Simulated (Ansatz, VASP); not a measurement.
Two plane-wave programs on Li16H

```
Li H
1.0
     6.98000    0.00000    0.00000
     0.00000    6.98000    0.00000
     0.00000    0.00000    6.98000
Li H
16 1
Direct
  0.03218 0.00547 0.99922
  0.46784 0.00551 0.99923
  0.98237 0.47612 0.99981
  0.01397 0.98788 0.49891
  0.24999 0.27491 0.26833
  0.51769 0.47610 0.99981
  0.48604 0.98789 0.49891
  0.74999 0.22909 0.26033
  0.98603 0.51908 0.49972
  0.24995 0.74298 0.22171
  0.24999 0.27483 0.73246
  0.51393 0.51911 0.49972
  0.74993 0.76374 0.23588
  0.74998 0.22968 0.73883
  0.24994 0.74371 0.77888
  0.74993 0.76410 0.76441
  0.25005 0.87135 0.00084
```

Alike in both runs: functional PBE; k mesh 4 × 4 × 4; occupations gaussian, width 0.05 eV; no spin polarisation.

Ansatz relaxed the structure, and its values are those at the end. VASP's run is a single point on that final structure, the one shown.

|  | VASP | Ansatz |
| --- | --- | --- |
| version | VASP 6.6.1 | Ansatz 0.2.0 |
| potentials or method | VASP PAW PBE potentials, release 64 (Li_sv, H), cutoff 520 eV | scalar-relativistic, plane waves, PAW |
| valence electrons in the cell | 49 | 49 |

|  | VASP | Ansatz | Ansatz less VASP |
| --- | --- | --- | --- |
| rms of the force components (eV/Å) | 0.010 | 0.010 | -0.0004 |

Noted on VASP's run: the cutoff is under 1.25 times that of the potentials, so the pressure is a little rough.
